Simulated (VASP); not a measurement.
Write the native input for VASP 6.6.1 that does the following.

```
Task                   : single point
Functional             : PBEsol
Potentials or basis    : VASP PAW PBE potentials, release 64 (Ba_sv, Ti_sv, O)
Cutoff                 : 520 eV
k mesh                 : 6 × 6 × 6
Occupations            : gaussian, width 0.1 eV
Spin                   : collinear spin
Starting moments       : [0.0, 1.0, 0.0, 0.0, 0.0] μB
Dipole correction      : no
Further INCAR settings : ALGO = Normal; EDIFF = 1e-06; NBANDS = 32
```

The structure of BaTiO3 lies in POSCAR:

```
BaTiO3
1.0
    2.8276681575      1.6325549719      2.3177316080
   -2.8276681575      1.6325549719      2.3177316080
    0.0000000000     -3.2651099438      2.3177316080
Ba Ti O
1 1 3
Direct
    0.0000000000      0.0000000000      0.0000000000
    0.5140000000      0.5140000000      0.5140000000
    0.4916000000      0.4916000000      0.9815000000
    0.4916000000      0.9815000000      0.4916000000
    0.9815000000      0.4916000000      0.4916000000
```

One way to write it, as run:

INCAR

```
ALGO = Normal
EDIFF = 1E-6
ENCUT = 520
GGA = PS
ISIF = 2
ISMEAR = 0
ISPIN = 2
LASPH = T
LCHARG = F
LMAXMIX = 4
LORBIT = 11
LREAL = F
LWAVE = F
MAGMOM = 0 1 0 0 0
NBANDS = 32
NELM = 150
PREC = Accurate
SIGMA = 0.1
```

KPOINTS

```
k-points
0
Gamma
  6 6 6
```

Potentials or basis: VASP PAW PBE potentials, release 64 (Ba_sv, Ti_sv, O).

Launch:

```sh
$ cat potpaw_PBE.64/Ba_sv/POTCAR potpaw_PBE.64/Ti_sv/POTCAR potpaw_PBE.64/O/POTCAR > POTCAR
$ mpirun -np 1 vasp_std > vasp.out
```

Results of the run:

```
Pressure                                              : 0.6 GPa
Largest force                                         : 0.152 eV/Å
Band gap on the k mesh                                : 2.31 eV (least direct gap 2.69 eV)
Net moment                                            : 0.00 μB per cell
Valence electrons inside the program's atomic spheres : Ba 7.97; Ti 10.31; O 5.01
```

Caveat: the PAW data sets were made with another functional, which shifts forces and pressure a little; spin-orbit coupling is left out, which moves the levels of the heavy elements.

Wall time 2.3 min on 1 thread of Intel Xeon 8259CL, with other jobs on the host, peak memory 0.26 GiB.
